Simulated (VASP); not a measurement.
Input of a VASP 6.6.1 run:

Contents of INCAR:

```
SYSTEM = ScAl31N32
PREC = Accurate
ENCUT = 520
EDIFF = 1E-6
ISMEAR = -1
SIGMA = 0.05
LREAL = Auto
LASPH = .True.
NELM = 80
ALGO = Normal
ISIF = 2
LWAVE = .False.
LCHARG = .False.
GGA = PS
NBANDS = 170
ISYM = 0
```

KPOINTS

```
Automatic mesh
0
Gamma
  1 1 1
  0.25 0.25 0.25
```

The input POSCAR:

```
ScAl31N32
1.0
    8.7554440000      0.0000000000      0.0000000000
    0.0000000000      8.7554440000      0.0000000000
    0.0000000000      0.0000000000      8.7554440000
Al Sc N
31 1 32
Direct
    0.0000010000      0.0006380000      0.9997240000
    0.9999050000      0.0005320000      0.4999250000
    0.9998880000      0.5007350000      0.9996930000
    0.0001070000      0.5006030000      0.4998020000
    0.5000930000      0.0005710000      0.9996400000
    0.4999980000      0.0006710000      0.4997920000
    0.4999990000      0.5005750000      0.9998220000
    0.2494380000      0.2500810000      0.9999010000
    0.2469370000      0.2475680000      0.5006080000
    0.2494460000      0.7512150000      0.9996850000
    0.2471760000      0.7536180000      0.4992000000
    0.7506050000      0.2500370000      0.9996990000
    0.7529540000      0.2478380000      0.4992220000
    0.7505170000      0.7511320000      0.9997200000
    0.7525940000      0.7532220000      0.5005400000
    0.2494890000      0.0007970000      0.2492460000
    0.2494120000      0.0005210000      0.7503360000
    0.2469460000      0.5013730000      0.2467180000
    0.2471520000      0.5000640000      0.7528080000
    0.7505330000      0.0005160000      0.2492330000
    0.7504940000      0.0006680000      0.7502470000
    0.7529740000      0.5000400000      0.2469910000
    0.7526330000      0.5012400000      0.7524360000
    0.0001690000      0.2500730000      0.2492350000
    0.9998990000      0.2500630000      0.7503680000
    0.9998950000      0.7512170000      0.2492180000
    0.0000200000      0.7511100000      0.7502680000
    0.5007100000      0.2476080000      0.2467650000
    0.4994180000      0.2477690000      0.7527480000
    0.4994590000      0.7535640000      0.2469500000
    0.5006320000      0.7532490000      0.7524590000
    0.4992290000      0.4999320000      0.4992440000
    0.1249530000      0.1255910000      0.1247440000
    0.1233710000      0.1240100000      0.6256410000
    0.1233270000      0.6264740000      0.1231570000
    0.1252540000      0.6260230000      0.6251820000
    0.6258150000      0.1240190000      0.1231940000
    0.6253940000      0.1258200000      0.6251400000
    0.6254380000      0.6260250000      0.1249060000
    0.6338710000      0.6345050000      0.6337120000
    0.3749410000      0.3755520000      0.1249200000
    0.3659920000      0.3666090000      0.6342880000
    0.3744890000      0.8775710000      0.1232110000
    0.3749170000      0.8759430000      0.6251780000
    0.8768970000      0.3750910000      0.1232430000
    0.8753510000      0.3755680000      0.6251680000
    0.8752510000      0.8759290000      0.1246710000
    0.8766710000      0.8772600000      0.6255910000
    0.3749500000      0.1257940000      0.3747660000
    0.3744520000      0.1240410000      0.8766440000
    0.3660060000      0.6350930000      0.3657470000
    0.3749190000      0.6260330000      0.8751700000
    0.8768800000      0.1240630000      0.3742700000
    0.8752800000      0.1255660000      0.8750680000
    0.8753620000      0.6260460000      0.3747500000
    0.8766500000      0.6263750000      0.8763920000
    0.1251920000      0.3755680000      0.3747500000
    0.1233980000      0.3751110000      0.8767020000
    0.1234200000      0.8775480000      0.3742650000
    0.1249260000      0.8758960000      0.8750860000
    0.6343830000      0.3667170000      0.3658550000
    0.6254140000      0.3754970000      0.8751020000
    0.6254100000      0.8759410000      0.3747460000
    0.6257570000      0.8773300000      0.8763930000
```

Potentials or basis: VASP PAW PBE potentials, release 64 (Al, Sc_sv, N).

The run is started by

```sh
$ cat potpaw_PBE.64/Al/POTCAR potpaw_PBE.64/Sc_sv/POTCAR potpaw_PBE.64/N/POTCAR > POTCAR
$ mpirun -np 1 vasp_std > vasp.out
```

Problem. Predict the largest force.

Solution. 0.146 eV/Å.

Problem. Predict the band gap on the k mesh.

Solution. 4.00 eV.

Problem. Estimate the pressure.

Solution. 2.1 GPa.

Forces on the atoms (eV/Å):
```
Al   0.015  0.013  0.026
Al   0.012  0.014 -0.003
Al   0.014  0.004  0.018
Al   0.021  0.030  0.020
Al   0.007  0.014  0.024
Al   0.025  0.022  0.021
Al   0.029  0.027  0.026
Al   0.023  0.017  0.012
Al   0.046  0.046  0.010
Al   0.021  0.026  0.031
Al   0.019  0.012  0.005
Al   0.016  0.026  0.027
Al   0.019  0.016  0.002
Al   0.016  0.021  0.026
Al   0.031  0.029 -0.008
Al   0.015  0.008  0.021
Al   0.029  0.018  0.026
Al   0.045  0.022  0.045
Al   0.019  0.008  0.011
Al   0.030  0.023  0.024
Al   0.016  0.019  0.019
Al   0.014  0.016  0.016
Al   0.026  0.005  0.021
Al   0.005  0.019  0.028
Al   0.020  0.027  0.023
Al   0.018  0.028  0.026
Al   0.024  0.017  0.020
Al   0.024  0.045  0.044
Al   0.011  0.016  0.018
Al   0.009  0.018  0.015
Al   0.005  0.029  0.020
Sc   0.088  0.094  0.067
N   -0.016 -0.019 -0.022
N   -0.026 -0.025 -0.008
N   -0.016 -0.010 -0.024
N   -0.035 -0.017 -0.015
N   -0.011 -0.022 -0.027
N   -0.017 -0.029 -0.012
N   -0.019 -0.021 -0.027
N   -0.020 -0.021 -0.011
N   -0.026 -0.022 -0.024
N   -0.076 -0.069 -0.001
N   -0.014 -0.029 -0.015
N   -0.017 -0.021 -0.016
N   -0.023 -0.015 -0.016
N   -0.023 -0.020 -0.014
N   -0.014 -0.018 -0.022
N   -0.018 -0.013 -0.019
N   -0.026 -0.022 -0.022
N   -0.017 -0.011 -0.022
N   -0.068 -0.013 -0.062
N   -0.016 -0.022 -0.027
N   -0.022 -0.014 -0.014
N   -0.017 -0.024 -0.021
N   -0.026 -0.022 -0.016
N   -0.013 -0.016 -0.013
N   -0.024 -0.026 -0.024
N   -0.013 -0.017 -0.026
N   -0.012 -0.023 -0.016
N   -0.023 -0.016 -0.024
N   -0.007 -0.073 -0.070
N   -0.020 -0.016 -0.021
N   -0.020 -0.025 -0.017
N   -0.016 -0.019 -0.014
```

Caveat: the k points lie up to 0.72 Å⁻¹ apart; the PAW data sets were made with another functional, which shifts forces and pressure a little.
